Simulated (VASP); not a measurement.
# TaN (P31m) in VASP: notebook

The runs below take TaN through single point, with PBEsol.

All numbers are computed with VASP 6.6.1; they aren't measurements. Logs are shortened: lines on timing, memory, paths and dates and some standing lists are left out, and cuts for length are marked.

## (1) The cell of the first run

It takes space group P31m (No. 157, trigonal). The conventional cell has a = 5.179 Å, b = 5.179 Å, c = 2.896 Å, α = 90.00°, β = 90.00°, γ = 120.00°. Ta (site symmetry 3) has 6 N at 2.13 to 2.17 Å within 2.8 Å. Within 2.7 Å of Ta (site symmetry 3m) lie 3 N at 2.04 Å. Within 2.7 Å of N (site symmetry m) lie 5 Ta at 2.04 to 2.17 Å.

## (2) Single point, PBEsol (mode 4 (148.0 1/cm) frozen in, largest displacement +0.113 Å)

File INCAR:

```
PREC     = Accurate       # precision mode
ENCUT    = 520            # plane-wave cutoff, eV
EDIFF    = 1E-6           # SCF threshold, eV
ISMEAR   = 0              # smearing method
SIGMA    = 0.15           # smearing width, eV
LREAL    = False          # projectors in reciprocal space
LASPH    = True           # aspherical terms in the spheres
NELM     = 60             # most SCF steps
ALGO     = Normal         # electronic algorithm
ISIF     = 2              # what is computed and relaxed
LWAVE    = False          # write WAVECAR
LCHARG   = False          # write CHGCAR
GGA      = PS             # functional
NBANDS   = 33             # bands
```

File KPOINTS:

```
Automatic mesh
0
Gamma
  12 12 16
```

File POSCAR:

```
TaN
1.0
    5.1789208695      0.0000000000      0.0000000000
   -2.5894604347      4.4850770372      0.0000000000
    0.0000000000      0.0000000000      2.8959972730
Ta N
3 3
Direct
    0.3333333333      0.6666666667      0.4814904514
    0.6666666667      0.3333333333      0.4814904514
    0.0000000000      0.0000000000      0.0388467217
    0.3933709412      0.0000000000     -0.0078699879
    0.6066290588      0.6066290588     -0.0078699879
    0.0000000000      0.3933709412     -0.0078699879
```

Potentials or basis: VASP PAW PBE potentials, release 64 (Ta_pv, N).

Started as:

```bash
$ cat potpaw_PBE.64/Ta_pv/POTCAR potpaw_PBE.64/N/POTCAR > POTCAR
$ mpirun -np 1 vasp_std > vasp.out
```

OUTCAR:

```text
PREC = Accurate
   ENCUT = 520
   EDIFF = 1E-6
   ISMEAR = 0
   LREAL = False
   LASPH = True
   NELM = 60
   ISIF = 2
   GGA = PS

 ion  position               nearest neighbor table
   1  0.333  0.667  0.481-   4 2.13   6 2.13   5 2.13   4 2.17   6 2.17   5 2.17   2 2.99   2 2.99
                             2 2.99   3 3.25   3 3.25   3 3.25   3 3.40   3 3.40   3 3.40
   2  0.667  0.333  0.481-   6 2.13   4 2.13   5 2.13   6 2.17   4 2.17   5 2.17   1 2.99   1 2.99
                             1 2.99   3 3.25   3 3.25   3 3.25   3 3.40   3 3.40   3 3.40
   3  0.000  0.000  0.039-   6 2.04   4 2.04   5 2.04   2 3.25   1 3.25   1 3.25   2 3.25   2 3.25
                             1 3.25   1 3.40   2 3.40   2 3.40   1 3.40   2 3.40   1 3.40
   4  0.393  0.000  0.992-   3 2.04   1 2.13   2 2.13   1 2.17   2 2.17
   5  0.607  0.607  0.992-   3 2.04   2 2.13   1 2.13   2 2.17   1 2.17
   6  0.000  0.393  0.992-   3 2.04   2 2.13   1 2.13   2 2.17   1 2.17

  LATTYP: Found a hexagonal cell.
 ALAT       =     5.1789208695
 C/A-ratio  =     0.5591893265

  Lattice vectors:

 A1 = (   5.1789208695,   0.0000000000,   0.0000000000)
 A2 = (  -2.5894604347,   4.4850770372,   0.0000000000)
 A3 = (   0.0000000000,   0.0000000000,   2.8959972730)

Analysis of symmetry for initial positions (statically):
=====================================================================
 Subroutine PRICEL returns:
 Original cell was already a primitive cell.

 Routine SETGRP: Setting up the symmetry group for a
 hexagonal supercell.

 Subroutine GETGRP returns: Found  6 space group operations
 (whereof  6 operations were pure point group operations)
 out of a pool of 24 trial point group operations.

The static configuration has the point symmetry C_3v.

Analysis of symmetry for dynamics (positions and initial velocities):
=====================================================================
 Subroutine PRICEL returns:
 Original cell was already a primitive cell.

 Routine SETGRP: Setting up the symmetry group for a
 hexagonal supercell.

 Subroutine GETGRP returns: Found  6 space group operations
 (whereof  6 operations were pure point group operations)
 out of a pool of 24 trial point group operations.

The dynamic configuration has the point symmetry C_3v.

 Subroutine INISYM returns: Found  6 space group operations
 (whereof  6 operations are pure point group operations),
 and found     1 'primitive' translations

----------------------------------------------------------------------------------------
[... 106 lines left out ...]
   NFREE  =      0    steps in history (QN), initial steepest desc. (CG)
   ISIF   =      2    stress and relaxation
   ISYM   =      2    0-nonsym 1-usesym 2-fastsym
   POTIM  = 0.5000    time-step for ionic-motion
   TEBEG  =    0.0;   TEEND  =   0.0 temperature during run
   PSTRESS=    0.0 pullay stress
   NELECT =      48.0000    total number of electrons
   NUPDOWN=      -1.0000    fix difference up-down
   EMIN   =  10.00;   EMAX   =-10.00  energy-range for DOS
   EFERMI =   0.00;   METHOD = LEGACY
   ISMEAR =     0;   SIGMA  =   0.15  broadening in eV -4-tet -1-fermi 0-gaus
   EFERMI_NEDOS =   21; number of points for ismear=-14 and -15
   IALGO  =     38    algorithm
   IMIX   =      4    mixing-type and parameters
     AMIX     =   0.40;   BMIX     =  1.00
     AMIX_MAG =   1.60;   BMIX_MAG =  1.00
  volume/ion in A,a.u.               =      11.21        75.66
  Fermi-wavevector in a.u.,A,eV,Ry     =   1.462916  2.764511 29.118154  2.140124
  Thomas-Fermi vector in A             =   2.579073
   LORBIT       =      0    0 simple, 1 ext, 2 COOP (PROOUT), +10 PAW based schemes
   GGA     = PS    functional components
   LHFCALC =     F    Hartree Fock is set to
   AEXX    =    0.0000 exact exchange contribution
   IVDW    =     0    specifies the selected vdW correction
   LEPSILON=     F    determine dielectric tensor
   LRPA    =     F    only Hartree local field effects (RPA)
 non-spin polarized calculation
 Gauss-broadening in eV      SIGMA  =   0.15
  energy-cutoff  :      520.00
  volume of cell :       67.27
 maximum number of plane-waves:      1840
 NGX is ok and might be reduce to    40
   NGX = 19   NGY = 19   NGZ = 11

 number of electron      48.0000005 magnetization

 Free energy of the ion-electron system (eV)
  ---------------------------------------------------
  ext. energy  EPLUGINS =         0.00000000
  ---------------------------------------------------
  free energy    TOTEN  =       -71.32209171 eV

  energy without entropy =      -71.31699989  energy(sigma->0) =      -71.31954580

 E-fermi :   8.3585     XC(G=0): -13.2241

 val. band max:        8.3558242967   @ k =   0.1667   0.0000   0.0000
 cond. band min:       8.3597984350   @ k =   0.2500  -0.0000   0.1875
 fundamental gap:      0.0039741383
 Fermi energy:         8.3584616888

 k-point     1 :       0.0000    0.0000    0.0000
  band No.  band energies     occupation
      1     -27.8651      2.00000
      2     -27.8651      2.00000
      3     -27.5076      2.00000
      4     -27.5076      2.00000
      5     -27.3078      2.00000
      6     -27.1949      2.00000
[... 853 lines left out ...]
     32      11.9680      0.00000
     33      12.3101      0.00000

 [... further k-points ...]

------------------------ aborting loop because EDIFF is reached ----------------------------------------

  FORCE on cell =-STRESS in cart. coord.  units (eV):
  Direction    XX          YY          ZZ          XY          YZ          ZX
  --------------------------------------------------------------------------------------
  -------------------------------------------------------------------------------------
  Total        0.5860540      0.5860540      0.3224656      0.0000000     -0.0000000     -0.0000000
  in kB       13.9585696     13.9585696      7.6804508      0.0000000     -0.0000000     -0.0000000
  external PRESSURE =      11.8658633 kB  Pullay stress =       0.0000000 kB

 VOLUME and BASIS-vectors are now :
 -----------------------------------------------------------------------------
  energy-cutoff  :      520.00
  volume of cell :       67.27
      direct lattice vectors                 reciprocal lattice vectors
     5.178920869  0.000000000  0.000000000     0.193090419  0.111480805  0.000000000
    -2.589460435  4.485077037  0.000000000     0.000000000  0.222961611  0.000000000
     0.000000000  0.000000000  2.895997273     0.000000000  0.000000000  0.345304193

 POSITION                                       TOTAL-FORCE (eV/Angst)
 -----------------------------------------------------------------------------------
     -0.00000      2.99005      1.39440        -0.000000     -0.000000      0.780742
      2.58946      1.49503      1.39440        -0.000000     -0.000000      0.780742
      0.00000      0.00000      0.11250        -0.000000     -0.000000     -1.596791
      2.03724      0.00000      2.87321        -0.021027     -0.000000      0.011769
      1.57084      2.72078      2.87321         0.010514      0.018210      0.011769
     -1.01862      1.76430      2.87321         0.010514     -0.018210      0.011769
 -----------------------------------------------------------------------------------
    total drift:                               -0.000001     -0.000002     -0.000518

  FREE ENERGIE OF THE ION-ELECTRON SYSTEM (eV)
  ---------------------------------------------------
  free  energy   TOTEN  =       -71.3220917100 eV

  energy  without entropy=      -71.3169998928  energy(sigma->0) =      -71.31954580
```

OSZICAR:

```text
N       E                     dE             d eps       ncg     rms          rms(c)
DAV:   1     0.440790286054E+03    0.44079E+03   -0.25840E+04 16830   0.153E+03
DAV:   2    -0.514075248339E+02   -0.49220E+03   -0.46925E+03 19310   0.450E+02
DAV:   3    -0.799060120297E+02   -0.28498E+02   -0.28029E+02 20668   0.104E+02
DAV:   4    -0.804576917690E+02   -0.55168E+00   -0.54875E+00 20900   0.144E+01
DAV:   5    -0.804700316535E+02   -0.12340E-01   -0.12325E-01 21800   0.171E+00    0.448E+01
DAV:   6    -0.716340945161E+02    0.88359E+01   -0.43479E+01 21641   0.357E+01    0.190E+01
DAV:   7    -0.714098422745E+02    0.22425E+00   -0.20873E+00 20625   0.795E+00    0.109E+01
DAV:   8    -0.713385386599E+02    0.71304E-01   -0.36704E-01 20630   0.370E+00    0.969E-01
DAV:   9    -0.713231155537E+02    0.15423E-01   -0.39217E-02 21463   0.160E+00    0.376E-01
DAV:  10    -0.713223691050E+02    0.74645E-03   -0.12671E-02 20372   0.565E-01    0.196E-01
DAV:  11    -0.713221312535E+02    0.23785E-03   -0.23951E-03 21026   0.298E-01    0.463E-02
DAV:  12    -0.713220915115E+02    0.39742E-04   -0.21743E-04 20743   0.869E-02    0.158E-02
DAV:  13    -0.713220916828E+02   -0.17134E-06   -0.12991E-05 19277   0.211E-02    0.438E-03
DAV:  14    -0.713220917100E+02   -0.27208E-07   -0.57083E-07 11633   0.586E-03
   1 F= -.71322092E+02 E0= -.71319546E+02  d E =-.509182E-02
```

stdout:

```text
POSCAR found type information on POSCAR TaN
 POSCAR found :  2 types and       6 ions
 scaLAPACK will be used
 -----------------------------------------------------------------------------
|                                                                             |
|                                                                             |
|     You enforced a specific xc type in the INCAR file but a different       |
|     I HOPE YOU KNOW WHAT YOU ARE DOING!                                     |
|                                                                             |
 -----------------------------------------------------------------------------

 LDA part: xc-table for (Slater+PW92), standard interpolation
 POSCAR, INCAR and KPOINTS ok, starting setup
 FFT: planning ... GRIDC
 FFT: planning ... GRID_SOFT
 FFT: planning ... GRID
 WAVECAR not read
 entering main loop
```

It took 3.2 min on 1 thread of Intel Xeon 6975P-C (Granite Rapids), shared host; peak memory 0.52 GiB.

What came out:

* Free energy: -71.3221 eV
* Pressure: 1.2 GPa
* Largest force: 1.597 eV/Å
* Band gap on the k mesh: zero (band 24 reaches 10.17 eV, above the bottom of band 25 at 7.11 eV)

Forces on the atoms (eV/Å):
```
Ta   0.000  0.000  0.781
Ta   0.000  0.000  0.781
Ta   0.000  0.000 -1.597
N   -0.021  0.000  0.012
N    0.011  0.018  0.012
N    0.011 -0.018  0.012
```

Levels at points of the mesh, in eV from the Fermi level:
```
           k point  band 21  band 22  band 23  band 24  band 25  band 26  band 27  band 28
(0.00, 0.00, 0.00)    -4.36    -3.40    -1.91    -1.04    -1.04     0.59     0.59     1.78
(0.50, 0.00, 0.00)    -3.99    -3.88    -2.93    -2.72     1.11     1.72     1.84     2.30
(0.00, 0.00, 0.50)    -4.36    -2.94    -2.94     1.81     1.81     2.01     2.02     2.02
(0.50, 0.00, 0.50)    -4.13    -3.29    -2.02    -0.99     0.39     1.30     2.93     3.35
```

Caveat: the cell differs from its parent crystal (mode 4 (148.0 1/cm) frozen in, largest displacement +0.113 Å); the PAW data sets were made with another functional, which shifts forces and pressure a little; spin-orbit coupling is left out, which moves the levels of the heavy elements.

## (3) Single point, PBEsol (mode 4 (148.0 1/cm) frozen in, largest displacement +0.263 Å)

File INCAR:

```
ALGO = Normal
EDIFF = 1E-6
ENCUT = 520
GGA = PS
ISIF = 2
ISMEAR = 0
LASPH = True
LCHARG = True
LELF = True
LREAL = False
LVHAR = True
LWAVE = False
NBANDS = 33
NELM = 80
PREC = Accurate
SIGMA = 0.15
```

File KPOINTS:

```
k-points
0
Gamma
  12 12 16
```

File POSCAR:

```
TaN
1.0
    5.1789208695      0.0000000000      0.0000000000
   -2.5894604347      4.4850770372      0.0000000000
    0.0000000000      0.0000000000      2.8959972730
Ta N
3 3
Direct
    0.3333333333      0.6666666667      0.4568110532
    0.6666666667      0.3333333333      0.4568110532
    0.0000000000      0.0000000000      0.0906423505
    0.3933709412      0.0000000000     -0.0183633052
    0.6066290588      0.6066290588     -0.0183633052
    0.0000000000      0.3933709412     -0.0183633052
```

Potentials or basis: VASP PAW PBE potentials, release 64 (Ta_pv, N).

Started as:

```bash
$ cat potpaw_PBE.64/Ta_pv/POTCAR potpaw_PBE.64/N/POTCAR > POTCAR
$ mpirun -np 1 vasp_std > vasp.out
```

Run time: 9.4 min. Hardware: 1 thread of Oxide Virtual Turin-like, shared host; peak memory 0.49 GiB.

It converged, with:

```
Free energy            : -70.7611 eV
Pressure               : 2.5 GPa
Largest force          : 3.337 eV/Å
Band gap on the k mesh : zero (band 24 reaches 9.61 eV, above the bottom of band 25 at 6.99 eV)
```

Forces on the atoms (eV/Å):
```
Ta   0.000  0.000  1.751
Ta   0.000  0.000  1.751
Ta   0.000  0.000 -3.337
N   -0.151  0.000 -0.055
N    0.075  0.131 -0.055
N    0.075 -0.131 -0.055
```

Stress tensor (GPa, compression positive):
```
3.52 0.00 0.00
0.00 3.52 0.00
0.00 0.00 0.36
```

Levels at points of the mesh, in eV from the Fermi level:
```tsv
k point	band 22	band 23	band 24	band 25	band 26	band 27
(0.00, 0.00, 0.00)	-3.34	-1.57	-1.21	-1.21	0.80	0.80
(0.50, 0.00, 0.00)	-3.63	-2.96	-2.63	0.83	1.37	1.85
(0.00, 0.00, 0.50)	-2.80	-2.80	1.25	1.25	2.06	2.06
(0.50, 0.00, 0.50)	-3.02	-1.98	-0.81	0.13	1.20	2.58
```

Caveat: the cell differs from its parent crystal (mode 4 (148.0 1/cm) frozen in, largest displacement +0.263 Å); the PAW data sets were made with another functional, which shifts forces and pressure a little; spin-orbit coupling is left out, which moves the levels of the heavy elements.

## (4) Single point, PBEsol (mode 4 (148.0 1/cm) frozen in, largest displacement +0.188 Å)

File INCAR:

```
SYSTEM = TaN
PREC     = Accurate       ! precision mode
ENCUT    = 520            ! plane-wave cutoff, eV
EDIFF    = 1E-6           ! SCF threshold, eV
ISMEAR   = 0              ! smearing method
SIGMA    = 0.15           ! smearing width, eV
LREAL    = .False.        ! projectors in reciprocal space
LASPH    = .True.         ! aspherical terms in the spheres
NELM     = 100            ! most SCF steps
ALGO     = Normal         ! electronic algorithm
ISIF     = 2              ! what is computed and relaxed
LWAVE    = .False.        ! write WAVECAR
LCHARG   = .False.        ! write CHGCAR
GGA      = PS             ! functional
NBANDS   = 33             ! bands
```

File KPOINTS:

```
Automatic mesh
0
Gamma
  12 12 16
  0 0 0
```

File POSCAR:

```
TaN
1.0
    5.1789208695      0.0000000000      0.0000000000
   -2.5894604347      4.4850770372      0.0000000000
    0.0000000000      0.0000000000      2.8959972730
Ta N
3 3
Direct
    0.3333333333      0.6666666667      0.4691507523
    0.6666666667      0.3333333333      0.4691507523
    0.0000000000      0.0000000000      0.0647445361
    0.3933709412      0.0000000000     -0.0131166465
    0.6066290588      0.6066290588     -0.0131166465
    0.0000000000      0.3933709412     -0.0131166465
```

Started as:

```bash
$ cat potpaw_PBE.64/Ta_pv/POTCAR potpaw_PBE.64/N/POTCAR > POTCAR
$ mpirun -np 1 vasp_std > vasp.out
```

It took 9.7 min on 1 thread of Oxide Virtual Turin-like, shared host; peak memory 0.48 GiB.

It converged, with:

- Free energy: -71.0912 eV
- Pressure: 1.7 GPa
- Largest force: 2.559 eV/Å
- Band gap on the k mesh: zero (band 24 reaches 9.92 eV, above the bottom of band 25 at 7.05 eV)

Forces in eV/Å, atoms in the order of the input:
```
Ta   0.000  0.000  1.282
Ta   0.000  0.000  1.282
Ta   0.000  0.000 -2.559
N   -0.073  0.000 -0.002
N    0.036  0.063 -0.002
N    0.036 -0.063 -0.002
```

Stress tensor (GPa, compression positive):
```
2.24 0.00 0.00
0.00 2.24 0.00
0.00 0.00 0.66
```

Levels at points of the mesh, in eV from the Fermi level:
```tsv
k point	band 20	band 21	band 22	band 23	band 24	band 25	band 26	band 27	band 28	band 29
(0.00, 0.00, 0.00)	-5.10	-4.41	-3.39	-1.75	-1.12	-1.12	0.68	0.68	1.76	1.85
(0.50, 0.00, 0.00)	-4.52	-3.98	-3.75	-2.94	-2.69	0.98	1.58	1.84	2.22	2.38
(0.00, 0.00, 0.50)	-4.61	-4.30	-2.88	-2.88	1.56	1.56	2.02	2.02	2.03	3.42
(0.50, 0.00, 0.50)	-4.95	-4.19	-3.16	-2.01	-0.91	0.28	1.26	2.73	3.28	3.68
```

Caveat: the cell differs from its parent crystal (mode 4 (148.0 1/cm) frozen in, largest displacement +0.188 Å); the PAW data sets were made with another functional, which shifts forces and pressure a little; spin-orbit coupling is left out, which moves the levels of the heavy elements.
